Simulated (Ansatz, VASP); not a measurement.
Te2Mo in VASP and in Ansatz

```
Te Mo
1.0
     3.84505    0.00000    0.00000
    -1.92253    3.32991    0.00000
     0.00000    0.00000   16.12213
Te Mo
2 1
Direct
  0.33333 0.66667 0.89786
  0.33333 0.66667 0.10214
  0.00000 0.00000 0.00000
```

Change from the starting cell: strain +0.080 along x and y, -0.080 along z, atoms carried along.

Alike in both runs: task single point; functional LDA; k mesh 12 × 12 × 2; occupations gaussian, width 0.05 eV; no spin polarisation.

|  | VASP | Ansatz |
| --- | --- | --- |
| version | VASP 6.6.1 | Ansatz 0.2.0 |
| potentials or method | VASP PAW LDA potentials, release 64 (Te, Mo_sv), cutoff 520 eV | scalar-relativistic, plane waves, PAW |
| valence electrons in the cell | 26 | 46 |

|  | VASP | Ansatz | Ansatz less VASP |
| --- | --- | --- | --- |
| gap on the k mesh at the Fermi level (eV) | none | none | - |
| rms of the force components (eV/Å) | 0.175 | 0.150 | -0.0243 |

LDA's correlation is that of Perdew and Zunger in VASP and of Perdew and Wang (1992) in Ansatz. Atom by atom the forces differ by 0.024 eV/Å (rms over components). A gap of «none» marks a metal or a gap that the smearing closes. VASP's potentials hold 26 valence electrons a cell and Ansatz's 46, so a difference there can come from the potentials and not from the codes.

Spin-orbit coupling is off throughout.
